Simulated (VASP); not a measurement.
# ScSi2O3 (P4mm) in VASP: further runs

The runs below take ScSi2O3 through single point, relaxation of cell and atoms, with PBE.

Program: VASP 6.6.1. These are calculated values, not measurements. Logs are shortened: lines on timing, memory, paths and dates and some standing lists are left out, and cuts for length are marked.

### Step 1. The cell of the first run

The structure is tetragonal, space group P4mm (No. 99). The conventional cell has a = 3.173 Å, b = 3.173 Å, c = 6.747 Å, α = 90.00°, β = 90.00°, γ = 90.00°. Within 3.2 Å of Sc (site symmetry 4mm) lie 5 Si at 2.37 to 2.41 Å and 8 O at 2.79 to 3.00 Å and 4 Sc at 3.17 Å. Si (site symmetry 4mm) has 4 Sc at 2.37 Å and 5 O at 2.38 to 2.42 Å and 4 Si at 3.17 Å within 3.2 Å. Within 3.2 Å of Si (site symmetry 4mm) lie 8 O at 2.37 to 2.39 Å and 1 Sc at 2.41 Å and 4 Si at 3.17 Å. Within 3.2 Å of O (site symmetry 2mm) lie 10 O at 2.24 to 3.17 Å and 4 Si at 2.38 to 2.39 Å and 2 Sc at 3.00 Å. O (site symmetry 4mm) has 5 Si at 2.37 to 2.42 Å and 4 Sc at 2.79 Å and 8 O at 3.00 to 3.17 Å within 3.2 Å.

The cell was built from a structure type or drawn by symmetry, and may not be a known phase.

### Step 2. Single point, PBE

INCAR

```
SYSTEM = ScSi2O3
  ALGO = Normal
  EDIFF = 1E-7
  ENCUT = 520
  GGA = PE
  ISIF = 2
  ISMEAR = 0
  LASPH = .True.
  LCHARG = .True.
  LELF = .True.
  LREAL = .False.
  LVHAR = .True.
  LWAVE = .False.
  NBANDS = 28
  NELM = 80
  PREC = Accurate
  SIGMA = 0.1
```

KPOINTS

```
k-points
0
Gamma
  6 6 4
  0 0 0
```

POSCAR

```
ScSi2O3
1.0
    3.1728226500      0.0000000000      0.0000000000
    0.0000000000      3.1728226500      0.0000000000
    0.0000000000      0.0000000000      6.7467778400
Sc Si O
1 2 3
Direct
    0.0000000000      0.0000000000      0.6217470200
    0.5000000000      0.5000000000      0.7365469900
    0.0000000000      0.0000000000      0.2648670100
    0.5000000000      0.0000000000      0.9998509900
    0.0000000000      0.5000000000      0.9998509900
    0.5000000000      0.5000000000      0.3771390000
```

Potentials or basis: VASP PAW PBE potentials, release 64 (Sc_sv, Si, O).

On the command line:

```sh
> cat potpaw_PBE.64/Sc_sv/POTCAR potpaw_PBE.64/Si/POTCAR potpaw_PBE.64/O/POTCAR > POTCAR
> mpirun -np 1 vasp_std > vasp.out
```

OUTCAR:

```text
SYSTEM = ScSi2O3
   EDIFF = 1E-7
   ENCUT = 520
   GGA = PE
   ISIF = 2
   ISMEAR = 0
   LASPH = .True.
   LREAL = .False.
   NELM = 80
   PREC = Accurate

 ion  position               nearest neighbor table
   1  0.000  0.000  0.622-   2 2.37   2 2.37   2 2.37   2 2.37   3 2.41
   2  0.500  0.500  0.737-   1 2.37   1 2.37   1 2.37   1 2.37   4 2.38   5 2.38   5 2.38   4 2.38
                             6 2.42
   3  0.000  0.000  0.265-   6 2.37   6 2.37   6 2.37   6 2.37   5 2.39   4 2.39   4 2.39   5 2.39
                             1 2.41
   4  0.500  0.000  1.000-   2 2.38   2 2.38   3 2.39   3 2.39
   5  0.000  0.500  1.000-   2 2.38   2 2.38   3 2.39   3 2.39
   6  0.500  0.500  0.377-   3 2.37   3 2.37   3 2.37   3 2.37   2 2.42

  LATTYP: Found a simple tetragonal cell.
 ALAT       =     3.1728226500
 C/A-ratio  =     2.1264276590

  Lattice vectors:

 A1 = (   3.1728226500,   0.0000000000,   0.0000000000)
 A2 = (   0.0000000000,   3.1728226500,   0.0000000000)
 A3 = (   0.0000000000,   0.0000000000,   6.7467778400)

Analysis of symmetry for initial positions (statically):
=====================================================================
 Subroutine PRICEL returns:
 Original cell was already a primitive cell.

 Routine SETGRP: Setting up the symmetry group for a
 simple tetragonal supercell.

 Subroutine GETGRP returns: Found  8 space group operations
 (whereof  8 operations were pure point group operations)
 out of a pool of 16 trial point group operations.

The static configuration has the point symmetry C_4v.

Analysis of symmetry for dynamics (positions and initial velocities):
=====================================================================
 Subroutine PRICEL returns:
 Original cell was already a primitive cell.

 Routine SETGRP: Setting up the symmetry group for a
 simple tetragonal supercell.

 Subroutine GETGRP returns: Found  8 space group operations
 (whereof  8 operations were pure point group operations)
 out of a pool of 16 trial point group operations.

The dynamic configuration has the point symmetry C_4v.

 Subroutine INISYM returns: Found  8 space group operations
 (whereof  8 operations are pure point group operations),
 and found     1 'primitive' translations

----------------------------------------------------------------------------------------

                                     Primitive cell

  volume of cell :      67.9185

  direct lattice vectors                    reciprocal lattice vectors
     3.172822650  0.000000000  0.000000000     0.315176772  0.000000000  0.000000000
     0.000000000  3.172822650  0.000000000     0.000000000  0.315176772  0.000000000
     0.000000000  0.000000000  6.746777840     0.000000000  0.000000000  0.148218901

  length of vectors
     3.172822650  3.172822650  6.746777840     0.315176772  0.315176772  0.148218901

  position of ions in fractional coordinates (direct lattice)
     0.000000000  0.000000000  0.621747020
     0.500000000  0.500000000  0.736546990
     0.000000000  0.000000000  0.264867010
     0.500000000  0.000000000  0.999850990
     0.000000000  0.500000000  0.999850990
     0.500000000  0.500000000  0.377139000

  ion indices of the primitive-cell ions
   primitive index   ion index
                 1           1
                 2           2
                 3           3
                 4           4
                 5           5
                 6           6

----------------------------------------------------------------------------------------

 KPOINTS: k-points

Automatic generation of k-mesh.
 Grid dimensions read from file:
 generate k-points for:    6    6    4

 Generating k-lattice:

  Cartesian coordinates                     Fractional coordinates (reciprocal lattice)
     0.052529462  0.000000000  0.000000000     0.166666667  0.000000000  0.000000000
     0.000000000  0.052529462  0.000000000     0.000000000  0.166666667  0.000000000
     0.000000000  0.000000000  0.037054725     0.000000000  0.000000000  0.250000000

  Length of vectors
     0.052529462  0.052529462  0.037054725

  Shift w.r.t. Gamma in fractional coordinates (k-lattice)
     0.000000000  0.000000000  0.000000000

 Subroutine IBZKPT returns following result:
 ===========================================

 Found     30 irreducible k-points:

 Following reciprocal coordinates:
            Coordinates               Weight
  0.000000  0.000000  0.000000      1.000000
  0.166667  0.000000  0.000000      4.000000
  0.333333  0.000000  0.000000      4.000000
  0.500000  0.000000  0.000000      2.000000
  0.166667  0.166667  0.000000      4.000000
  0.333333  0.166667  0.000000      8.000000
[... 16 lines left out ...]
  0.333333  0.000000  0.500000      4.000000
  0.500000  0.000000  0.500000      2.000000
 [... further k-points ...]
   k-points           NKPTS =     30   k-points in BZ     NKDIM =     30   number of bands    NBANDS=     28
   number of dos      NEDOS =    301   number of ions     NIONS =      6
   total plane-waves  NPLWV =  28800
   dimension x,y,z NGX =    24 NGY =   24 NGZ =   50
   dimension x,y,z NGXF=    48 NGYF=   48 NGZF=  100
   ions per type =               1   2   3
   NGX,Y,Z   is equivalent  to a cutoff of  12.58, 12.58, 12.32 a.u.
   NGXF,Y,Z  is equivalent  to a cutoff of  25.15, 25.15, 24.64 a.u.
 SYSTEM =  ScSi2O3
   PREC   = accura    normal or accurate (medium, high low for compatibility)
   ISTART =      0    job   : 0-new  1-cont  2-samecut
   ICHARG =      2    charge: 1-file 2-atom 10-const
   ISPIN  =      1    spin polarized calculation?
   LNONCOLLINEAR =      F non collinear calculations
   LSORBIT =      F    spin-orbit coupling
   LASPH  =      T    aspherical Exc in radial PAW
   ENCUT  =  520.0 eV  38.22 Ry    6.18 a.u.   5.90  5.90 12.54*2*pi/ulx,y,z
   NELM   =     80;   NELMIN=  2; NELMDL= -5     # of ELM steps
   EDIFF  = 0.1E-06   stopping-criterion for ELM
   LREAL  =      F    real-space projection
   EDIFFG = 0.1E-05   stopping-criterion for IOM
   NSW    =      0    number of steps for IOM
   IBRION =     -1    ionic relax: 0-MD 1-quasi-New 2-CG
   NFREE  =      0    steps in history (QN), initial steepest desc. (CG)
   ISIF   =      2    stress and relaxation
   ISYM   =      2    0-nonsym 1-usesym 2-fastsym
   POTIM  = 0.5000    time-step for ionic-motion
   TEBEG  =    0.0;   TEEND  =   0.0 temperature during run
   PSTRESS=    0.0 pullay stress
   NELECT =      37.0000    total number of electrons
   NUPDOWN=      -1.0000    fix difference up-down
   EMIN   =  10.00;   EMAX   =-10.00  energy-range for DOS
   EFERMI =   0.00;   METHOD = LEGACY
   ISMEAR =     0;   SIGMA  =   0.10  broadening in eV -4-tet -1-fermi 0-gaus
   EFERMI_NEDOS =   21; number of points for ismear=-14 and -15
   IALGO  =     38    algorithm
   IMIX   =      4    mixing-type and parameters
     AMIX     =   0.40;   BMIX     =  1.00
     AMIX_MAG =   1.60;   BMIX_MAG =  1.00
  volume/ion in A,a.u.               =      11.32        76.39
  Fermi-wavevector in a.u.,A,eV,Ry     =   1.337045  2.526649 24.322995  1.787690
  Thomas-Fermi vector in A             =   2.465624
   LORBIT       =      0    0 simple, 1 ext, 2 COOP (PROOUT), +10 PAW based schemes
   GGA     = PE    functional components
   LHFCALC =     F    Hartree Fock is set to
   AEXX    =    0.0000 exact exchange contribution
   IVDW    =     0    specifies the selected vdW correction
   LEPSILON=     F    determine dielectric tensor
   LRPA    =     F    only Hartree local field effects (RPA)
 non-spin polarized calculation
 Gauss-broadening in eV      SIGMA  =   0.10
  energy-cutoff  :      520.00
  volume of cell :       67.92
 maximum number of plane-waves:      1880
 NGX is ok and might be reduce to    24
   NGX = 11   NGY = 11   NGZ = 25

 number of electron      36.9999993 magnetization

 Free energy of the ion-electron system (eV)
  ---------------------------------------------------
  ext. energy  EPLUGINS =         0.00000000
  ---------------------------------------------------
  free energy    TOTEN  =       -30.38561258 eV

  energy without entropy =      -30.36415300  energy(sigma->0) =      -30.37488279

 E-fermi :   6.6207     XC(G=0): -11.4599

 val. band max:        6.5877105845   @ k =   0.3333   0.3333   0.5000
 cond. band min:       6.6228084856   @ k =   0.3333   0.1667   0.2500
 fundamental gap:      0.0350979011
 Fermi energy:         6.6206714847

 k-point     1 :       0.0000    0.0000    0.0000
  band No.  band energies     occupation
      1     -41.6388      2.00000
      2     -20.5994      2.00000
      3     -20.2509      2.00000
      4     -20.2509      2.00000
      5     -13.0208      2.00000
      6     -11.8008      2.00000
[... 20 lines left out ...]
     27      13.3442      0.00000
     28      13.4027      0.00000

 k-point     2 :       0.1667    0.0000    0.0000
  band No.  band energies     occupation
      1     -41.6295      2.00000
      2     -20.5851      2.00000
      3     -20.3571      2.00000
      4     -20.2406      2.00000
      5     -12.7935      2.00000
      6     -11.7025      2.00000
[... 20 lines left out ...]
     27      13.0213      0.00000
     28      13.5603      0.00000

 k-point     3 :       0.3333    0.0000    0.0000
  band No.  band energies     occupation
      1     -41.6107      2.00000
      2     -20.5700      2.00000
      3     -20.5494      2.00000
      4     -20.2200      2.00000
      5     -12.1615      2.00000
      6     -11.4868      2.00000
[... 20 lines left out ...]
     27      12.6382      0.00000
     28      13.1819      0.00000

 k-point     4 :       0.5000    0.0000    0.0000
  band No.  band energies     occupation
      1     -41.6013      2.00000
      2     -20.6646      2.00000
      3     -20.5403      2.00000
      4     -20.2097      2.00000
      5     -11.5548      2.00000
      6     -11.1434      2.00000
[... 20 lines left out ...]
     27      12.4490      0.00000
     28      12.5119      0.00000

 k-point     5 :       0.1667    0.1667    0.0000
  band No.  band energies     occupation
      1     -41.6203      2.00000
      2     -20.5717      2.00000
      3     -20.3537      2.00000
      4     -20.3336      2.00000
      5     -12.5792      2.00000
      6     -11.6113      2.00000
[... 20 lines left out ...]
     27      12.6512      0.00000
     28      12.8949      0.00000

 k-point     6 :       0.3333    0.1667    0.0000
  band No.  band energies     occupation
      1     -41.6019      2.00000
      2     -20.5539      2.00000
      3     -20.5352      2.00000
      4     -20.3164      2.00000
      5     -11.9913      2.00000
      6     -11.4098      2.00000
[... 463 lines left out ...]
      5     -12.9709      2.00000
      6     -11.8705      2.00000
[... 20 lines left out ...]
     27      13.3058      0.00000
     28      13.3059      0.00000

 k-point    22 :       0.1667    0.0000    0.5000
  band No.  band energies     occupation
      1     -41.6295      2.00000
      2     -20.5857      2.00000
      3     -20.3571      2.00000
      4     -20.2406      2.00000
      5     -12.7509      2.00000
      6     -11.7593      2.00000
[... 20 lines left out ...]
     27      12.5366      0.00000
     28      13.6251      0.00000

 k-point    23 :       0.3333    0.0000    0.5000
  band No.  band energies     occupation
      1     -41.6107      2.00000
      2     -20.5700      2.00000
      3     -20.5496      2.00000
      4     -20.2200      2.00000
      5     -12.1352      2.00000
      6     -11.5174      2.00000
[... 20 lines left out ...]
     27      12.2388      0.00000
     28      13.0358      0.00000

 k-point    24 :       0.5000    0.0000    0.5000
  band No.  band energies     occupation
      1     -41.6013      2.00000
      2     -20.6645      2.00000
      3     -20.5405      2.00000
      4     -20.2097      2.00000
      5     -11.5568      2.00000
      6     -11.1381      2.00000
[... 20 lines left out ...]
     27      12.2998      0.00000
     28      12.4219      0.00000

 [... further k-points ...]
[... 5 lines left out ...]
  --------------------------------------------------------------------------------------
  -------------------------------------------------------------------------------------
  Total        9.5886829      9.5886829     -0.7754016      0.0000000      0.0000000      0.0000000
  in kB      226.1942354    226.1942354    -18.2914987      0.0000000      0.0000000      0.0000000
  external PRESSURE =     144.6989907 kB  Pullay stress =       0.0000000 kB

 VOLUME and BASIS-vectors are now :
 -----------------------------------------------------------------------------
  energy-cutoff  :      520.00
  volume of cell :       67.92
      direct lattice vectors                 reciprocal lattice vectors
     3.172822650  0.000000000  0.000000000     0.315176772  0.000000000  0.000000000
     0.000000000  3.172822650  0.000000000     0.000000000  0.315176772  0.000000000
     0.000000000  0.000000000  6.746777840     0.000000000  0.000000000  0.148218901

 POSITION                                       TOTAL-FORCE (eV/Angst)
 -----------------------------------------------------------------------------------
      0.00000      0.00000      4.19479         0.000000      0.000000     -2.296140
      1.58641      1.58641      4.96932        -0.000000     -0.000000      5.417540
      0.00000      0.00000      1.78700         0.000000      0.000000     -6.076765
      1.58641      0.00000      6.74577         0.000000      0.000000      1.015895
      0.00000      1.58641      6.74577         0.000000      0.000000      1.015895
      1.58641      1.58641      2.54447         0.000000      0.000000      0.923575
 -----------------------------------------------------------------------------------
    total drift:                                0.000000      0.000000     -0.000380

  FREE ENERGIE OF THE ION-ELECTRON SYSTEM (eV)
  ---------------------------------------------------
  free  energy   TOTEN  =       -30.3856125840 eV

  energy  without entropy=      -30.3641529980  energy(sigma->0) =      -30.37488279
```

Wall time 86 s (1 thread of Intel Xeon 8259CL, shared host); peak memory 0.2 GiB.

Results:

```yaml
Free_energy: -30.3856 eV
Pressure: 14.5 GPa
Largest_force: 6.077 eV/Å
Band_gap_on_the_k_mesh: zero (an odd number of electrons rules out a gap without spin polarisation)
```

Forces in eV/Å, atoms in the order of the input:
```
Sc   0.000  0.000 -2.296
Si   0.000  0.000  5.418
Si   0.000  0.000 -6.077
O    0.000  0.000  1.016
O    0.000  0.000  1.016
O    0.000  0.000  0.924
```

Stress tensor (GPa, compression positive):
```
22.62  0.00  0.00
 0.00 22.62  0.00
 0.00  0.00 -1.83
```

Caveat: the cell stands under pressure; an odd number of electrons without spin polarisation forces a metal; a magnetic or distorted state may lie lower.

(Part 1 of 3 ends here.)
